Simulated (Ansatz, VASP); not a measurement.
**One calculation of SrO, two programs**

Contents of INCAR:

```
SYSTEM = SrO
PREC = Accurate ; ENCUT = 520
EDIFF = 1E-6 ; ISMEAR = 0
SIGMA = 0.05 ; LREAL = .FALSE.
LASPH = .TRUE. ; NELM = 60
ALGO = Normal ; ISIF = 2
LWAVE = .FALSE. ; LCHARG = .FALSE.
GGA = PE ; NBANDS = 24
```

File KPOINTS:

```
regular mesh
0
G
  9 9 4
  0 0 0
```

The input POSCAR:

```
SrO
1.0
    3.5172128484      0.0000000000      0.0000000000
   -1.7586064242      3.0459956772      0.0000000000
    0.0000000000      0.0000000000      6.1383698542
Sr O
2 2
Direct
    0.3333333333      0.6666666667      0.2500000000
    0.6666666667      0.3333333333      0.7500000000
    0.0000000000      0.0000000000      0.0000000000
    0.0000000000      0.0000000000      0.5000000000
```

Input for Ansatz:

```yaml
crystal:
  lattice:
    - [3.5172128484, 0.0, 0.0]
    - [-1.7586064242, 3.0459956772, 0.0]
    - [0.0, 0.0, 6.1383698542]
  atoms:
    - { symbol: Sr, position: [0.3333333333, 0.6666666667, 0.25] }
    - { symbol: Sr, position: [0.6666666667, 0.3333333333, 0.75] }
    - { symbol: O, position: [0.0, 0.0, 0.0] }
    - { symbol: O, position: [0.0, 0.0, 0.5] }
basis:
  ecutwfc: 520.0
kpoints:
  mp_grid: { grid: [9, 9, 4] }
hamiltonian:
  xc: pbe
scf:
  occupations: { method: gaussian, width: 0.05 }
output:
  forces: true
  stress: true
  eigenvalues: true
```

Change from the starting cell: mode 8 frozen in at +0.000 Å, equal normal strain along x, y and z -0.0167.

Alike in both runs: task single point; functional PBE; k mesh 9 × 9 × 4; occupations gaussian, width 0.05 eV; no spin polarisation.

|  | VASP | Ansatz |
| --- | --- | --- |
| version | VASP 6.6.1 | Ansatz 0.2.0 |
| potentials or method | VASP PAW PBE potentials, release 64 (Sr_sv, O), cutoff 520 eV | scalar-relativistic, plane waves, PAW |
| valence electrons in the cell | 32 | 32 |

Ansatz gave:

| Property | Result |
| --- | --- |
| gap on the k mesh at the Fermi level (eV) | 3.13 |
| least direct gap on the mesh (eV) | 3.27 |
| pressure (GPa) | 4.6 |
| traceless stress, the component that is largest in VASP (GPa) | 0.50 |

Q: Estimate VASP's values.

A: gap on the k mesh at the Fermi level (eV): 3.09; least direct gap on the mesh (eV): 3.26; pressure (GPa): 5.3; traceless stress, the component that is largest in VASP (GPa): 0.50.
